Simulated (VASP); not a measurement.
Ti, 1 atom in the cell. It takes space group R-3m (No. 166, trigonal). Conventional cell: a = 3.400 Å, b = 3.400 Å, c = 4.997 Å, α = 90.00°, β = 90.00°, γ = 120.00°. Ti (site symmetry -3m) has 6 Ti at 2.57 Å within 3.4 Å.  This cell differs from its parent crystal: ratio of the length along [111] to the lengths across it x 0.6, volume and fractional coordinates fixed.

| Property | Result |
| --- | --- |
| Program | VASP 6.6.1 |
| Task | single point |
| Functional | PBEsol |
| Potentials or basis | VASP PAW PBE potentials, release 64 (Ti_sv) |
| Cutoff | 520 eV |
| k mesh | 28 × 28 × 28 |
| Occupations | gaussian, width 0.15 eV |
| Spin | no spin polarisation |
| Dipole correction | no |
| Further INCAR settings | ALGO = Fast; EDIFF = 1e-06; NBANDS = 12 |

Potentials or basis: VASP PAW PBE potentials, release 64 (Ti_sv).

Run with:

```sh
$ cat potpaw_PBE.64/Ti_sv/POTCAR > POTCAR
$ mpirun -np 1 vasp_std > vasp.out
```

Hardware: 1 thread of Intel Xeon 6975P-C, on a shared host.

Task: How long does it take, and how much memory?

Result: Wall time 6 min on 1 thread of Intel Xeon 6975P-C, with other jobs on the host, peak memory 0.48 GiB. Counts: scf iterations 20, k points 2045.
